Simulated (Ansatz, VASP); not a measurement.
# Ge: VASP beside Ansatz

The input INCAR:

```
SYSTEM = Ge
ALGO = Normal
EDIFF = 1E-6
ENCUT = 520
ISIF = 2
ISMEAR = -1
LASPH = .TRUE.
LCHARG = .TRUE.
LELF = .TRUE.
LREAL = .FALSE.
LVHAR = .TRUE.
LWAVE = .FALSE.
NBANDS = 36
NELM = 100
PREC = Accurate
SIGMA = 0.05
```

The input KPOINTS:

```
k-points
0
G
  8 8 4
  0 0 0
```

The input POSCAR:

```
Ge
1.0
    3.9707555995      0.0000000000      0.0000000000
   -1.9853777998      3.4387752215      0.0000000000
    0.0000000000      0.0000000000      6.5550854883
Ge
4
Direct
    0.3333333333      0.6666666667      0.9370987500
    0.6666666667      0.3333333333      0.4370987500
    0.3333333333      0.6666666667      0.5629012500
    0.6666666667      0.3333333333      0.0629012500
```

File input.yaml:

```yaml
crystal:
  lattice:
    - [3.9707555995, 0.0, 0.0]
    - [-1.9853777998, 3.4387752215, 0.0]
    - [0.0, 0.0, 6.5550854883]
  atoms:
    - { symbol: Ge, position: [0.3333333333, 0.6666666667, 0.93709875] }
    - { symbol: Ge, position: [0.6666666667, 0.3333333333, 0.43709875] }
    - { symbol: Ge, position: [0.3333333333, 0.6666666667, 0.56290125] }
    - { symbol: Ge, position: [0.6666666667, 0.3333333333, 0.06290125] }
hamiltonian:
  xc: lda
  pseudopotentials: { kind: paw }
kpoints:
  mp_grid: { grid: [8, 8, 4] }
scf:
  occupations: { method: fermi_dirac, width: 0.05 }
output:
  forces: true
  stress: true
  eigenvalues: true
  write_density: true
  write_potential: true
  elf: true
  volumetric_format: npy
```

Alike in both runs: task single point; functional LDA; k mesh 8 × 8 × 4; occupations fermi-dirac, width 0.05 eV; no spin polarisation.

```csv
,VASP,Ansatz
version,VASP 6.6.1,Ansatz 0.2.0
potentials or method,"VASP PAW LDA potentials, release 64 (Ge_d)",Ansatz PAW
plane-wave cutoff (eV),520,420
valence electrons in the cell,56,56
```

```csv
,VASP,Ansatz,Ansatz less VASP
pressure (GPa),-0.5,-0.6,-0.16
"traceless stress, the component that is largest in VASP (GPa)",-0.21,-0.20,+0.007
```

LDA's correlation is that of Perdew and Zunger in VASP and of Perdew and Wang (1992) in Ansatz.
